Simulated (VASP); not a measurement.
# BN (Imm2) in VASP: notebook

BN is run at these levels: PBE; tasks: single point.

Program: VASP 6.6.1. These are calculated values, not measurements. Logs are shortened: lines on timing, memory, paths and dates and some standing lists are left out, and cuts for length are marked.

**1. The cell of the first run**

The structure is orthorhombic, space group Imm2 (No. 44). The conventional cell has a = 2.563 Å, b = 2.563 Å, c = 3.625 Å, α = 90.00°, β = 90.00°, γ = 90.00°. B (site symmetry mm2) has 4 N at 1.49 to 1.66 Å within 2.0 Å. Within 2.0 Å of N (site symmetry mm2) lie 4 B at 1.49 to 1.66 Å.

**2. Single point, PBE (all B atoms moved -0.150 Å, as atom 1 along Cartesian [0 0 1])**

The input, INCAR:

```
ALGO = Normal
EDIFF = 1E-6
ENCUT = 520
GGA = PE
ISIF = 2
ISMEAR = 0
LASPH = T
LCHARG = T
LELF = T
LREAL = F
LVHAR = T
LWAVE = F
NBANDS = 11
NELM = 100
PREC = Accurate
SIGMA = 0.05
```

The input, KPOINTS:

```
k-points
0
Gamma
  12 12 12
```

The input, POSCAR:

```
BN
1.0
    0.0000000000      1.8123485119      1.8123485119
    1.8123485119      0.0000000000      1.8123485119
    1.8123485119      1.8123485119      0.0000000000
B N
1 1
Direct
   -0.0413827691     -0.0413827691      0.0413827691
    0.7500000000      0.7500000000      0.7500000000
```

Potentials or basis: VASP PAW PBE potentials, release 64 (B, N).

On the command line:

```sh
$ cat potpaw_PBE.64/B/POTCAR potpaw_PBE.64/N/POTCAR > POTCAR
$ mpirun -np 1 vasp_std > vasp.out
```

OUTCAR:

```text
EDIFF = 1E-6
   ENCUT = 520
   GGA = PE
   ISIF = 2
   ISMEAR = 0
   LASPH = T
   LREAL = F
   NELM = 100
   PREC = Accurate

 ion  position               nearest neighbor table
   1  0.959  0.959  0.041-   2 1.49   2 1.49   2 1.66   2 1.66
   2  0.750  0.750  0.750-   1 1.49   1 1.49   1 1.66   1 1.66

  LATTYP: Found a face centered cubic cell.
 ALAT       =     3.6246970238

  Lattice vectors:

 A1 = (   0.0000000000,   1.8123485119,   1.8123485119)
 A2 = (   1.8123485119,   0.0000000000,   1.8123485119)
 A3 = (   1.8123485119,   1.8123485119,   0.0000000000)

Analysis of symmetry for initial positions (statically):
=====================================================================
 Subroutine PRICEL returns:
 Original cell was already a primitive cell.

 Routine SETGRP: Setting up the symmetry group for a
 face centered cubic supercell.

 Subroutine GETGRP returns: Found  4 space group operations
 (whereof  4 operations were pure point group operations)
 out of a pool of 48 trial point group operations.

The static configuration has the point symmetry C_2v.

Analysis of symmetry for dynamics (positions and initial velocities):
=====================================================================
 Subroutine PRICEL returns:
 Original cell was already a primitive cell.

 Routine SETGRP: Setting up the symmetry group for a
 face centered cubic supercell.

 Subroutine GETGRP returns: Found  4 space group operations
 (whereof  4 operations were pure point group operations)
 out of a pool of 48 trial point group operations.

The dynamic configuration has the point symmetry C_2v.

 Subroutine INISYM returns: Found  4 space group operations
 (whereof  4 operations are pure point group operations),
 and found     1 'primitive' translations

----------------------------------------------------------------------------------------

                                     Primitive cell

  volume of cell :      11.9057

  direct lattice vectors                    reciprocal lattice vectors
     0.000000000  1.812348512  1.812348512    -0.275885127  0.275885127  0.275885127
     1.812348512  0.000000000  1.812348512     0.275885127 -0.275885127  0.275885127
     1.812348512  1.812348512  0.000000000     0.275885127  0.275885127 -0.275885127

  length of vectors
     2.563047845  2.563047845  2.563047845     0.477847058  0.477847058  0.477847058

  position of ions in fractional coordinates (direct lattice)
     0.958617231  0.958617231  0.041382769
     0.750000000  0.750000000  0.750000000

  ion indices of the primitive-cell ions
   primitive index   ion index
                 1           1
                 2           2

----------------------------------------------------------------------------------------

 KPOINTS: k-points

Automatic generation of k-mesh.
 Grid dimensions read from file:
 generate k-points for:   12   12   12

 Generating k-lattice:

  Cartesian coordinates                     Fractional coordinates (reciprocal lattice)
    -0.022990427  0.022990427  0.022990427     0.083333333  0.000000000  0.000000000
     0.022990427 -0.022990427  0.022990427     0.000000000  0.083333333  0.000000000
     0.022990427  0.022990427 -0.022990427     0.000000000  0.000000000  0.083333333

  Length of vectors
     0.039820588  0.039820588  0.039820588

  Shift w.r.t. Gamma in fractional coordinates (k-lattice)
     0.000000000  0.000000000  0.000000000

 Subroutine IBZKPT returns following result:
 ===========================================

 Found    280 irreducible k-points:

 Following reciprocal coordinates:
            Coordinates               Weight
  0.000000  0.000000  0.000000      1.000000
  0.083333  0.000000  0.000000      4.000000
  0.000000  0.000000  0.083333      4.000000
  0.166667  0.000000  0.000000      4.000000
  0.000000  0.000000  0.166667      4.000000
  0.250000  0.000000  0.000000      4.000000
[... 16 lines left out ...]
  0.083333  0.083333 -0.166667      4.000000
  0.333333  0.083333  0.000000      4.000000
 [... further k-points ...]
   k-points           NKPTS =    280   k-points in BZ     NKDIM =    280   number of bands    NBANDS=     11
   number of dos      NEDOS =    301   number of ions     NIONS =      2
   total plane-waves  NPLWV =   8000
   dimension x,y,z NGX =    20 NGY =   20 NGZ =   20
   dimension x,y,z NGXF=    40 NGYF=   40 NGZF=   40
   ions per type =               1   1
   NGX,Y,Z   is equivalent  to a cutoff of  12.97, 12.97, 12.97 a.u.
   NGXF,Y,Z  is equivalent  to a cutoff of  25.95, 25.95, 25.95 a.u.
 SYSTEM =  unknown system
   PREC   = accura    normal or accurate (medium, high low for compatibility)
   ISTART =      0    job   : 0-new  1-cont  2-samecut
   ICHARG =      2    charge: 1-file 2-atom 10-const
   ISPIN  =      1    spin polarized calculation?
   LNONCOLLINEAR =      F non collinear calculations
   LSORBIT =      F    spin-orbit coupling
   LASPH  =      T    aspherical Exc in radial PAW
   ENCUT  =  520.0 eV  38.22 Ry    6.18 a.u.   4.77  4.77  4.77*2*pi/ulx,y,z
   NELM   =    100;   NELMIN=  2; NELMDL= -5     # of ELM steps
   EDIFF  = 0.1E-05   stopping-criterion for ELM
   LREAL  =      F    real-space projection
   EDIFFG = 0.1E-04   stopping-criterion for IOM
   NSW    =      0    number of steps for IOM
   IBRION =     -1    ionic relax: 0-MD 1-quasi-New 2-CG
   NFREE  =      0    steps in history (QN), initial steepest desc. (CG)
   ISIF   =      2    stress and relaxation
   ISYM   =      2    0-nonsym 1-usesym 2-fastsym
   POTIM  = 0.5000    time-step for ionic-motion
   TEBEG  =    0.0;   TEEND  =   0.0 temperature during run
   PSTRESS=    0.0 pullay stress
   NELECT =       8.0000    total number of electrons
   NUPDOWN=      -1.0000    fix difference up-down
   EMIN   =  10.00;   EMAX   =-10.00  energy-range for DOS
   EFERMI =   0.00;   METHOD = LEGACY
   ISMEAR =     0;   SIGMA  =   0.05  broadening in eV -4-tet -1-fermi 0-gaus
   EFERMI_NEDOS =   21; number of points for ismear=-14 and -15
   IALGO  =     38    algorithm
   IMIX   =      4    mixing-type and parameters
     AMIX     =   0.40;   BMIX     =  1.00
     AMIX_MAG =   1.60;   BMIX_MAG =  1.00
  volume/ion in A,a.u.               =       5.95        40.17
  Fermi-wavevector in a.u.,A,eV,Ry     =   1.433903  2.709684 27.974638  2.056078
  Thomas-Fermi vector in A             =   2.553370
   LORBIT       =      0    0 simple, 1 ext, 2 COOP (PROOUT), +10 PAW based schemes
   GGA     = PE    functional components
   LHFCALC =     F    Hartree Fock is set to
   AEXX    =    0.0000 exact exchange contribution
   IVDW    =     0    specifies the selected vdW correction
   LEPSILON=     F    determine dielectric tensor
   LRPA    =     F    only Hartree local field effects (RPA)
 non-spin polarized calculation
 Gauss-broadening in eV      SIGMA  =   0.05
  energy-cutoff  :      520.00
  volume of cell :       11.91
 maximum number of plane-waves:       332
   NGX =  9   NGY =  9   NGZ =  9

 number of electron       7.9999999 magnetization

 Free energy of the ion-electron system (eV)
  ---------------------------------------------------
  ext. energy  EPLUGINS =         0.00000000
  ---------------------------------------------------
  free energy    TOTEN  =       -17.19019454 eV

  energy without entropy =      -17.19019454  energy(sigma->0) =      -17.19019454

 E-fermi :   8.5463     XC(G=0): -12.7820

 val. band max:        8.3368117036   @ k =   0.0000   0.0000   0.0000
 cond. band min:      11.4765704165   @ k =   0.0000   0.5000   0.5000
 fundamental gap:      3.1397587129
 Fermi energy:         8.5463334899

 k-point     1 :       0.0000    0.0000    0.0000
  band No.  band energies     occupation
      1     -12.8534      2.00000
      2       5.7799      2.00000
      3       7.4911      2.00000
      4       8.3368      2.00000
      5      15.4325      0.00000
      6      15.7279      0.00000
      7      17.5160      0.00000
      8      17.6039      0.00000
      9      31.6908      0.00000
     10      34.1969      0.00000
     11      34.9341      0.00000

 k-point     2 :       0.0833    0.0000    0.0000
  band No.  band energies     occupation
      1     -12.6845      2.00000
      2       5.6430      2.00000
      3       6.7994      2.00000
      4       7.8668      2.00000
      5      15.4574      0.00000
      6      16.3054      0.00000
      7      17.7770      0.00000
      8      17.9878      0.00000
      9      31.4299      0.00000
     10      33.0079      0.00000
     11      33.0976      0.00000

 k-point     3 :       0.0000    0.0000    0.0833
  band No.  band energies     occupation
      1     -12.6879      2.00000
      2       5.1883      2.00000
      3       7.1181      2.00000
      4       8.1412      2.00000
      5      15.6736      0.00000
      6      15.8587      0.00000
      7      17.3883      0.00000
      8      18.6261      0.00000
      9      31.4273      0.00000
     10      32.1959      0.00000
     11      32.8907      0.00000

 k-point     4 :       0.1667    0.0000    0.0000
  band No.  band energies     occupation
      1     -12.1845      2.00000
      2       4.6846      2.00000
      3       5.2974      2.00000
      4       7.3852      2.00000
      5      15.6221      0.00000
      6      17.0122      0.00000
      7      18.4104      0.00000
      8      19.0879      0.00000
      9      30.8381      0.00000
     10      31.4618      0.00000
     11      32.0031      0.00000
[... 239 lines left out ...]
 k-point    22 :       0.0833    0.0000    0.2500
  band No.  band energies     occupation
      1     -11.5619      2.00000
      2       2.0767      2.00000
      3       5.4766      2.00000
      4       7.1510      2.00000
      5      15.7873      0.00000
      6      16.9824      0.00000
      7      19.1752      0.00000
      8      21.1900      0.00000
      9      27.6362      0.00000
     10      31.8961      0.00000
     11      32.3895      0.00000

 k-point    23 :       0.0833    0.0833   -0.1667
  band No.  band energies     occupation
      1     -11.5504      2.00000
      2       2.1969      2.00000
      3       5.7841      2.00000
      4       6.4986      2.00000
      5      15.9031      0.00000
      6      17.5811      0.00000
      7      19.1199      0.00000
      8      20.4428      0.00000
      9      27.4883      0.00000
     10      32.5107      0.00000
     11      32.6914      0.00000

 k-point    24 :       0.3333    0.0833    0.0000
  band No.  band energies     occupation
      1     -10.5642      2.00000
      2       0.5582      2.00000
      3       4.1390      2.00000
      4       6.4564      2.00000
      5      15.8253      0.00000
      6      17.5010      0.00000
      7      20.0291      0.00000
      8      21.0249      0.00000
      9      28.4856      0.00000
     10      32.4532      0.00000
     11      33.1740      0.00000

 [... further k-points ...]
[... 5 lines left out ...]
  --------------------------------------------------------------------------------------
  -------------------------------------------------------------------------------------
  Total        0.5575717      0.5575717      0.3437167      0.2388811      0.0000000      0.0000000
  in kB       75.0336613     75.0336613     46.2547192     32.1467599      0.0000000      0.0000000
  external PRESSURE =      65.4406806 kB  Pullay stress =       0.0000000 kB

 VOLUME and BASIS-vectors are now :
 -----------------------------------------------------------------------------
  energy-cutoff  :      520.00
  volume of cell :       11.91
      direct lattice vectors                 reciprocal lattice vectors
     0.000000000  1.812348512  1.812348512    -0.275885127  0.275885127  0.275885127
     1.812348512  0.000000000  1.812348512     0.275885127 -0.275885127  0.275885127
     1.812348512  1.812348512  0.000000000     0.275885127  0.275885127 -0.275885127

 POSITION                                       TOTAL-FORCE (eV/Angst)
 -----------------------------------------------------------------------------------
      1.81235      1.81235      3.47470        -0.000000     -0.000000      3.390071
      2.71852      2.71852      2.71852         0.000000      0.000000     -3.390071
 -----------------------------------------------------------------------------------
    total drift:                               -0.000000     -0.000000     -0.000083

  FREE ENERGIE OF THE ION-ELECTRON SYSTEM (eV)
  ---------------------------------------------------
  free  energy   TOTEN  =       -17.1901945373 eV

  energy  without entropy=      -17.1901945373  energy(sigma->0) =      -17.19019454
```

Wall time 21 s (1 thread of AMD EPYC 9R45 (Zen 5), shared host); peak memory 0.11 GiB.

What came out:

* Free energy: -17.1902 eV
* Pressure: 6.5 GPa
* Largest force: 3.390 eV/Å
* Band gap on the k mesh: 3.14 eV, indirect (least direct gap 7.10 eV)

Forces on the atoms (eV/Å):
```
B    0.000  0.000  3.390
N    0.000  0.000 -3.390
```

Levels at points of the mesh, in eV from the valence-band top:
```tsv
k point	band 2	band 3	band 4	band 5	band 6	band 7
(0.00, 0.00, 0.00)	-2.56	-0.85	0.00	7.10	7.39	9.18
(0.50, 0.00, 0.00)	-11.43	-4.16	-2.07	7.33	9.39	11.15
(0.00, 0.00, 0.50)	-11.88	-3.54	-1.98	8.31	8.53	12.06
(0.50, 0.50, 0.00)	-9.89	-6.66	-5.37	3.44	8.21	15.72
(0.00, 0.50, 0.50)	-10.01	-5.75	-5.74	3.14	7.56	17.22
```

Caveat: the cell differs from its parent crystal (all B atoms moved -0.150 Å, as atom 1 along Cartesian [0 0 1]); forces of over 1 eV/Å act on the atoms, so gaps and moduli don't describe the material at rest.

**3. Single point, PBE (all B atoms moved +0.263 Å, as atom 1 along Cartesian [0 0 1])**

The input, INCAR:

```
SYSTEM = BN
PREC     = Accurate       ! precision mode
ENCUT    = 520            ! plane-wave cutoff, eV
EDIFF    = 1E-6           ! SCF threshold, eV
ISMEAR   = 0              ! smearing method
SIGMA    = 0.05           ! smearing width, eV
LREAL    = .FALSE.        ! projectors in reciprocal space
LASPH    = .TRUE.         ! aspherical terms in the spheres
NELM     = 60             ! most SCF steps
ALGO     = Normal         ! electronic algorithm
ISIF     = 2              ! what is computed and relaxed
LWAVE    = .FALSE.        ! write WAVECAR
LCHARG   = .FALSE.        ! write CHGCAR
GGA      = PE             ! functional
NBANDS   = 11             ! bands
```

The input, KPOINTS:

```
Automatic mesh
0
G
  12 12 12
  0 0 0
```

POSCAR, as its differences from that of step 2:

```diff
@@ -8,3 +8,3 @@
 Direct
-   -0.0413827691     -0.0413827691      0.0413827691
+    0.0724198459      0.0724198459     -0.0724198459
     0.7500000000      0.7500000000      0.7500000000
```

Potentials or basis: VASP PAW PBE potentials, release 64 (B, N).

On the command line:

```sh
$ cat potpaw_PBE.64/B/POTCAR potpaw_PBE.64/N/POTCAR > POTCAR
$ mpirun -np 1 vasp_std > vasp.out
```

It took 20 s on 1 thread of AMD EPYC 9R45 (Zen 5), shared host; peak memory 0.12 GiB.

Results (log left out):

| Quantity | Value |
| --- | --- |
| Free energy | -16.6932 eV |
| Pressure | 18.9 GPa |
| Largest force | 5.317 eV/Å |
| Band gap on the k mesh | 2.36 eV, indirect (least direct gap 6.59 eV) |

Forces on the atoms (eV/Å):
```
B    0.000  0.000 -5.317
N    0.000  0.000  5.317
```

Stress tensor (GPa, compression positive):
```
21.69 -5.95  0.00
-5.95 21.69  0.00
 0.00  0.00 13.19
```

Levels at points of the mesh, in eV from the valence-band top:
```csv
k point,band 1,band 2,band 3,band 4,band 5,band 6,band 7,band 8,band 9
"(0.00, 0.00, 0.00)",-21.49,-4.09,-0.77,0.00,6.59,7.01,9.06,10.32,22.69
"(0.50, 0.00, 0.00)",-17.50,-12.32,-3.99,-1.69,7.21,7.58,13.52,14.46,20.17
"(0.00, 0.00, 0.50)",-17.35,-11.56,-5.43,-1.60,5.79,9.21,12.12,12.80,21.82
"(0.50, 0.50, 0.00)",-15.92,-10.17,-7.63,-5.39,3.24,8.04,14.93,17.41,19.42
"(0.00, 0.50, 0.50)",-16.22,-10.47,-5.75,-5.70,2.36,6.31,17.81,18.26,19.10
```

Caveat: the cell differs from its parent crystal (all B atoms moved +0.263 Å, as atom 1 along Cartesian [0 0 1]); forces of over 1 eV/Å act on the atoms, so gaps and moduli don't describe the material at rest. A k mesh can miss the band edges.

**4. Single point, PBE (all B atoms moved +0.188 Å, as atom 1 along Cartesian [0 0 1])**

The input, INCAR:

```
SYSTEM = BN
ALGO     = Normal         ! electronic algorithm
EDIFF    = 1E-7           ! SCF threshold, eV
ENCUT    = 520            ! plane-wave cutoff, eV
GGA      = PE             ! functional
ISIF     = 2              ! what is computed and relaxed
ISMEAR   = 0              ! smearing method
LASPH    = .TRUE.         ! aspherical terms in the spheres
LCHARG   = .FALSE.        ! write CHGCAR
LREAL    = .FALSE.        ! projectors in reciprocal space
LWAVE    = .FALSE.        ! write WAVECAR
NBANDS   = 11             ! bands
NELM     = 100            ! most SCF steps
PREC     = Accurate       ! precision mode
SIGMA    = 0.05           ! smearing width, eV
```

The input, KPOINTS:

```
k-points
0
G
  12 12 12
  0 0 0
```

POSCAR, as its differences from that of step 3:

```diff
@@ -8,3 +8,3 @@
 Direct
-    0.0724198459      0.0724198459     -0.0724198459
+    0.0517284614      0.0517284614     -0.0517284614
     0.7500000000      0.7500000000      0.7500000000
```

On the command line:

```sh
$ cat potpaw_PBE.64/B/POTCAR potpaw_PBE.64/N/POTCAR > POTCAR
$ mpirun -np 1 vasp_std > vasp.out
```

Wall time 21 s (1 thread of AMD EPYC 9R45 (Zen 5), shared host); peak memory 0.11 GiB.

The run converged. Its results:

```
Free energy            : -17.0492 eV
Pressure               : 10.0 GPa
Largest force          : 4.116 eV/Å
Band gap on the k mesh : 2.85 eV, indirect (least direct gap 6.95 eV)
```

Forces on the atoms (eV/Å):
```
B    0.000  0.000 -4.116
N    0.000  0.000  4.116
```

Stress tensor (GPa, compression positive):
```
11.48 -4.11  0.00
-4.11 11.48  0.00
 0.00  0.00  7.02
```

Levels at points of the mesh, in eV from the valence-band top:
| k point | band 1 | band 2 | band 3 | band 4 | band 5 | band 6 | band 7 | band 8 | band 9 |
| --- | --- | --- | --- | --- | --- | --- | --- | --- | --- |
| (0.00, 0.00, 0.00) | -21.34 | -3.11 | -0.89 | 0.00 | 6.95 | 7.08 | 9.15 | 9.48 | 23.10 |
| (0.50, 0.00, 0.00) | -17.27 | -12.08 | -3.77 | -1.92 | 7.88 | 8.19 | 12.56 | 14.41 | 20.82 |
| (0.00, 0.00, 0.50) | -17.18 | -11.52 | -4.63 | -1.96 | 6.72 | 9.28 | 11.42 | 13.24 | 22.34 |
| (0.50, 0.50, 0.00) | -15.79 | -10.04 | -7.03 | -5.41 | 3.32 | 8.10 | 15.39 | 18.30 | 18.56 |
| (0.00, 0.50, 0.50) | -15.95 | -10.21 | -5.82 | -5.79 | 2.85 | 7.12 | 17.33 | 17.67 | 19.31 |

Caveat: the cell differs from its parent crystal (all B atoms moved +0.188 Å, as atom 1 along Cartesian [0 0 1]); forces of over 1 eV/Å act on the atoms, so gaps and moduli don't describe the material at rest.
